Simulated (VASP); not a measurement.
# LiH17O9 in VASP: single point with r2SCAN

Aim: the single point of LiH17O9 with r2SCAN.

All numbers are computed with VASP 6.6.1; they aren't measurements. Logs are shortened: lines on timing, memory, paths and dates and some standing lists are left out, and cuts for length are marked.

**1. The cell of the first run**

The cell holds a disordered packing, 27 atoms: a = 7.174 Å, b = 7.174 Å, c = 7.174 Å, α = 90.00°, β = 90.00°, γ = 90.00°.

**2. Single point, r2SCAN**

POSCAR reads:

```
LiH17O9
1.0
    7.1738770000      0.0000000000      0.0000000000
    0.0000000000      7.1738770000      0.0000000000
    0.0000000000      0.0000000000      7.1738770000
O H Li
9 17 1
Direct
   -0.0989283758      0.3451132491      0.0669233665
    0.9630218082      0.8435606019      0.8954572263
    0.5284172004      0.5859035498      0.2089386255
    0.3574357352      0.7425273670      0.9124633723
    0.6880101234      0.9889073928      0.3975395731
    0.4277742705      0.0753985606      0.7092956849
    0.9465732407      0.4025020223      0.6889301280
    0.9272531436      0.6845670758      0.3955462297
    0.6471814334      0.5561427942      0.7855027344
   -0.0338450185      0.3724903563     -0.0496105523
   -0.0458190181      0.2257914375      0.1149866383
    1.0902194169      0.7985779516      0.8825353432
    0.9295670946      0.8236689868      1.0279797103
    0.4617586836      0.6599221035      0.1154745196
    0.4386470524      0.5400287738      0.2905820660
    0.4082729604      0.8597443196      0.8623370599
    0.4397900884      0.6556008697      0.8382217872
    0.6246970780      0.8934778224      0.3209700975
    0.7885136587      0.9155021755      0.4475683093
    0.3274937666      0.0093255014      0.6430692915
    0.5383281592      0.0704918693      0.6172952227
    0.9897855790      0.2731856150      0.6761755185
    0.8111095298      0.4195918051      0.7066750657
    0.8413024087      0.5934447998      0.3370422994
    0.9512011427      0.6261049639      0.5154534989
    0.7217157473      0.6727742893      0.7936155025
    0.6447977851      0.4372809849      0.0115279367
```

INCAR.step1 reads:

```
SYSTEM = LiH17O9
PREC = Accurate
ENCUT = 910
ISMEAR = -1
SIGMA = 0.05
LREAL = Auto
LASPH = .True.
NELM = 120
NBANDS = 56
GGA = PE
ALGO = Normal
EDIFF = 1E-5
LWAVE = .True.
LCHARG = .False.
GGA_COMPAT = .False.
```

INCAR.step2 reads:

```
SYSTEM = LiH17O9
PREC = Accurate
ENCUT = 910
EDIFF = 1E-6
ISMEAR = -1
SIGMA = 0.05
LREAL = Auto
LASPH = .True.
NELM = 120
ALGO = Normal
ISIF = 2
LWAVE = .False.
LCHARG = .True.
METAGGA = R2SCAN
LMIXTAU = .True.
LELF = .True.
LVHAR = .True.
NBANDS = 56
ISTART = 1
GGA_COMPAT = .False.
```

KPOINTS reads:

```
regular mesh
0
Gamma
  1 1 1
  0 0 0
```

Potentials or basis: VASP PAW PBE potentials, release 64 (O_h, H_h, Li_sv).

The run is started by

```sh
> cat potpaw_PBE.64/O_h/POTCAR potpaw_PBE.64/H_h/POTCAR potpaw_PBE.64/Li_sv/POTCAR > POTCAR
> cp INCAR.step1 INCAR
> mpirun -np 1 vasp_gam > vasp.out
> cp INCAR.step2 INCAR
> mpirun -np 1 vasp_gam > vasp.out
```

OUTCAR:

```text
SYSTEM = LiH17O9
   PREC = Accurate
   ENCUT = 910
   EDIFF = 1E-6
   ISMEAR = -1
   LREAL = Auto
   LASPH = .True.
   NELM = 120
   ISIF = 2
   METAGGA = R2SCAN
   ISTART = 1

 ion  position               nearest neighbor table
   1  0.901  0.345  0.067-  10 0.98  11 1.00  27 1.99
   2  0.963  0.844  0.895-  12 0.97  13 0.99
   3  0.528  0.586  0.209-  15 0.93  14 0.98  27 1.96
   4  0.357  0.743  0.912-  16 0.98  17 1.01
   5  0.688  0.989  0.398-  19 0.96  18 0.99
   6  0.428  0.075  0.709-  20 0.98  21 1.03
   7  0.947  0.403  0.689-  22 0.98  23 0.99
   8  0.927  0.685  0.396-  25 0.97  24 0.99
   9  0.647  0.556  0.786-  26 0.99  27 1.83
  10  0.966  0.372  0.950-   1 0.98
  11  0.954  0.226  0.115-   1 1.00
  12  0.090  0.799  0.883-   2 0.97
  13  0.930  0.824  0.028-   2 0.99
  14  0.462  0.660  0.115-   3 0.98
  15  0.439  0.540  0.291-   3 0.93
[... 9 lines left out ...]
  25  0.951  0.626  0.515-   8 0.97
  26  0.722  0.673  0.794-   9 0.99
  27  0.645  0.437  0.012-   9 1.83   3 1.96   1 1.99

  LATTYP: Found a simple cubic cell.
 ALAT       =     7.1738770000

  Lattice vectors:

 A1 = (   7.1738770000,   0.0000000000,   0.0000000000)
 A2 = (   0.0000000000,   7.1738770000,   0.0000000000)
 A3 = (   0.0000000000,   0.0000000000,   7.1738770000)

Analysis of symmetry for initial positions (statically):
=====================================================================
 Subroutine PRICEL returns:
 Original cell was already a primitive cell.

 Routine SETGRP: Setting up the symmetry group for a
 simple cubic supercell.

 Subroutine GETGRP returns: Found  1 space group operations
 (whereof  1 operations were pure point group operations)
 out of a pool of 48 trial point group operations.

The static configuration has the point symmetry C_1 .

Analysis of symmetry for dynamics (positions and initial velocities):
=====================================================================
 Subroutine PRICEL returns:
 Original cell was already a primitive cell.

 Routine SETGRP: Setting up the symmetry group for a
 simple cubic supercell.

 Subroutine GETGRP returns: Found  1 space group operations
 (whereof  1 operations were pure point group operations)
 out of a pool of 48 trial point group operations.

The dynamic configuration has the point symmetry C_1 .

 Subroutine INISYM returns: Found  1 space group operations
 (whereof  1 operations are pure point group operations),
 and found     1 'primitive' translations

----------------------------------------------------------------------------------------

                                     Primitive cell

  volume of cell :     369.2001

  direct lattice vectors                    reciprocal lattice vectors
     7.173877000  0.000000000  0.000000000     0.139394640  0.000000000  0.000000000
     0.000000000  7.173877000  0.000000000     0.000000000  0.139394640  0.000000000
     0.000000000  0.000000000  7.173877000     0.000000000  0.000000000  0.139394640

  length of vectors
     7.173877000  7.173877000  7.173877000     0.139394640  0.139394640  0.139394640

  position of ions in fractional coordinates (direct lattice)
     0.901071624  0.345113249  0.066923366
     0.963021808  0.843560602  0.895457226
     0.528417200  0.585903550  0.208938625
     0.357435735  0.742527367  0.912463372
     0.688010123  0.988907393  0.397539573
     0.427774271  0.075398561  0.709295685
[... 19 lines left out ...]
     0.721715747  0.672774289  0.793615503
     0.644797785  0.437280985  0.011527937

  ion indices of the primitive-cell ions
   primitive index   ion index
                 1           1
                 2           2
                 3           3
                 4           4
                 5           5
                 6           6
[... 19 lines left out ...]
                26          26
                27          27

----------------------------------------------------------------------------------------

 KPOINTS: regular mesh

Automatic generation of k-mesh.
 Grid dimensions read from file:
 generate k-points for:    1    1    1

 Generating k-lattice:

  Cartesian coordinates                     Fractional coordinates (reciprocal lattice)
     0.139394640  0.000000000  0.000000000     1.000000000  0.000000000  0.000000000
     0.000000000  0.139394640  0.000000000     0.000000000  1.000000000  0.000000000
     0.000000000  0.000000000  0.139394640     0.000000000  0.000000000  1.000000000

  Length of vectors
     0.139394640  0.139394640  0.139394640

  Shift w.r.t. Gamma in fractional coordinates (k-lattice)
     0.000000000  0.000000000  0.000000000

 Subroutine IBZKPT returns following result:
 ===========================================

 Found      1 irreducible k-points:

 Following reciprocal coordinates:
            Coordinates               Weight
  0.000000  0.000000  0.000000      1.000000
   k-points           NKPTS =      1   k-points in BZ     NKDIM =      1   number of bands    NBANDS=     56
   number of dos      NEDOS =    301   number of ions     NIONS =     27
   total plane-waves  NPLWV = 373248
   dimension x,y,z NGX =    72 NGY =   72 NGZ =   72
   dimension x,y,z NGXF=   144 NGYF=  144 NGZF=  144
   ions per type =               9  17   1
   NGX,Y,Z   is equivalent  to a cutoff of  16.69, 16.69, 16.69 a.u.
   NGXF,Y,Z  is equivalent  to a cutoff of  33.37, 33.37, 33.37 a.u.
 SYSTEM =  LiH17O9
   PREC   = accura    normal or accurate (medium, high low for compatibility)
   ISTART =      1    job   : 0-new  1-cont  2-samecut
   ICHARG =      0    charge: 1-file 2-atom 10-const
   ISPIN  =      1    spin polarized calculation?
   LNONCOLLINEAR =      F non collinear calculations
   LSORBIT =      F    spin-orbit coupling
   LASPH  =      T    aspherical Exc in radial PAW
   ENCUT  =  910.0 eV  66.88 Ry    8.18 a.u.  17.65 17.65 17.65*2*pi/ulx,y,z
   NELM   =    120;   NELMIN=  2; NELMDL=  0     # of ELM steps
   EDIFF  = 0.1E-05   stopping-criterion for ELM
   LREAL  =      T    real-space projection
   EDIFFG = 0.1E-04   stopping-criterion for IOM
   NSW    =      0    number of steps for IOM
   IBRION =     -1    ionic relax: 0-MD 1-quasi-New 2-CG
   NFREE  =      0    steps in history (QN), initial steepest desc. (CG)
   ISIF   =      2    stress and relaxation
   ISYM   =      2    0-nonsym 1-usesym 2-fastsym
   POTIM  = 0.5000    time-step for ionic-motion
   TEBEG  =    0.0;   TEEND  =   0.0 temperature during run
   PSTRESS=    0.0 pullay stress
   NELECT =      74.0000    total number of electrons
   NUPDOWN=      -1.0000    fix difference up-down
   EMIN   =  10.00;   EMAX   =-10.00  energy-range for DOS
   EFERMI =   0.00;   METHOD = LEGACY
   ISMEAR =    -1;   SIGMA  =   0.05  broadening in eV -4-tet -1-fermi 0-gaus
   EFERMI_NEDOS =   21; number of points for ismear=-14 and -15
   IALGO  =     38    algorithm
   IMIX   =      4    mixing-type and parameters
     AMIX     =   0.40;   BMIX     =  1.00
     AMIX_MAG =   1.60;   BMIX_MAG =  1.00
  volume/ion in A,a.u.               =      13.67        92.28
  Fermi-wavevector in a.u.,A,eV,Ry     =   0.958072  1.810494 12.488814  0.917902
  Thomas-Fermi vector in A             =   2.087147
   LORBIT       =      0    0 simple, 1 ext, 2 COOP (PROOUT), +10 PAW based schemes
   METAGGA = R2SCAN    functional components
   LHFCALC =     F    Hartree Fock is set to
   AEXX    =    0.0000 exact exchange contribution
   IVDW    =     0    specifies the selected vdW correction
   LEPSILON=     F    determine dielectric tensor
   LRPA    =     F    only Hartree local field effects (RPA)
 non-spin polarized calculation
  energy-cutoff  :      910.00
  volume of cell :      369.20
 maximum number of plane-waves:     11492
 NGX is ok and might be reduce to    70
   NGX = 35   NGY = 35   NGZ = 35

 number of electron      73.9999999 magnetization

 Free energy of the ion-electron system (eV)
  ---------------------------------------------------
  ext. energy  EPLUGINS =         0.00000000
  ---------------------------------------------------
  free energy    TOTEN  =      -141.86895034 eV

  energy without entropy =     -141.86895034  energy(sigma->0) =     -141.86895034

 E-fermi :  -2.0098     XC(G=0):  -5.7774

 val. band max:       -3.3601303160   @ k =   0.0000   0.0000   0.0000
 cond. band min:       0.5110986618   @ k =   0.0000   0.0000   0.0000
 fundamental gap:      3.8712289778
 Fermi energy:        -2.0097592025

 k-point     1 :       0.0000    0.0000    0.0000
  band No.  band energies     occupation
      1     -48.1002      2.00000
      2     -25.0459      2.00000
      3     -24.2997      2.00000
      4     -24.1148      2.00000
      5     -23.8996      2.00000
      6     -23.6887      2.00000
[... 41 lines left out ...]
     48       5.7128      0.00000
     49       6.0382      0.00000
 [bands above 49 left out]

------------------------ aborting loop because EDIFF is reached ----------------------------------------

  FORCE on cell =-STRESS in cart. coord.  units (eV):
  Direction    XX          YY          ZZ          XY          YZ          ZX
  --------------------------------------------------------------------------------------
  -------------------------------------------------------------------------------------
  Total       -3.3187555     -5.4222398     -4.0817579     -1.1157775     -0.8155915     -0.1759636
  in kB      -14.4020418    -23.5303033    -17.7131602     -4.8420179     -3.5393334     -0.7636103
  external PRESSURE =     -18.5485018 kB  Pullay stress =       0.0000000 kB

 VOLUME and BASIS-vectors are now :
 -----------------------------------------------------------------------------
  energy-cutoff  :      910.00
  volume of cell :      369.20
      direct lattice vectors                 reciprocal lattice vectors
     7.173877000  0.000000000  0.000000000     0.139394640  0.000000000  0.000000000
     0.000000000  7.173877000  0.000000000     0.000000000  0.139394640  0.000000000
     0.000000000  0.000000000  7.173877000     0.000000000  0.000000000  0.139394640

 POSITION                                       TOTAL-FORCE (eV/Angst)
 -----------------------------------------------------------------------------------
      6.46418      2.47580      0.48010         0.431897     -1.338923      0.754072
      6.90860      6.05160      6.42390        -0.496122      0.117070      1.036806
      3.79080      4.20320      1.49890         1.476186      0.338648     -1.029355
      2.56420      5.32680      6.54590         0.276718      0.320050     -0.475976
      4.93570      7.09430      2.85190        -0.950047     -0.257020     -0.616308
      3.06880      0.54090      5.08840         0.986025     -0.540888     -1.603142
[... 19 lines left out ...]
      5.17750      4.82640      5.69330        -0.550445     -1.203988     -0.159594
      4.62570      3.13700      0.08270         0.373191     -0.119260     -0.018882
 -----------------------------------------------------------------------------------
    total drift:                               -0.001874     -0.004027     -0.018275

  FREE ENERGIE OF THE ION-ELECTRON SYSTEM (eV)
  ---------------------------------------------------
  free  energy   TOTEN  =      -141.8689503413 eV

  energy  without entropy=     -141.8689503412  energy(sigma->0) =     -141.86895034
```

It took 6.7 min on 1 thread of Intel Xeon Platinum 8259CL at 2.50GHz (Skylake/Cascade Lake), shared host; peak memory 0.82 GiB.

What came out:

```
Free energy   : -141.8690 eV
Pressure      : -1.9 GPa
Largest force : 2.129 eV/Å
```

Forces on the atoms (eV/Å):
```
O    0.432 -1.339  0.754
O   -0.496  0.117  1.037
O    1.476  0.339 -1.029
O    0.277  0.320 -0.476
O   -0.950 -0.257 -0.616
O    0.986 -0.541 -1.603
O    1.836 -0.960 -0.191
O   -0.663 -0.766 -0.297
O    0.132  0.959  0.264
H   -0.116  0.005 -0.138
H   -0.744  1.460 -0.627
H    0.044 -0.190  0.326
H    0.566  0.087 -1.254
H   -0.469  0.354 -0.361
H   -1.185 -0.551  1.245
H   -0.308  0.014  0.392
H    0.219 -0.226  0.149
H    0.388  0.732  0.659
H    0.410 -0.446  0.035
H    0.816  0.556  0.279
H   -1.800 -0.144  1.128
H   -0.813  0.928 -0.107
H   -0.700  0.198  0.227
H    0.766  0.852  0.481
H    0.072 -0.178 -0.098
H   -0.550 -1.204 -0.160
Li   0.373 -0.119 -0.019
```

Levels at points of the mesh, in eV from the Fermi level:
```csv
k point,band 35,band 36,band 37,band 38,band 39,band 40
"(0.00, 0.00, 0.00)",-2.77,-1.48,-1.35,2.52,5.27,5.37
```

Caveat: the k points lie up to 0.88 Å⁻¹ apart, too coarse for converged energies, forces and pressures; the PAW data sets were made with another functional, which shifts forces and pressure a little.
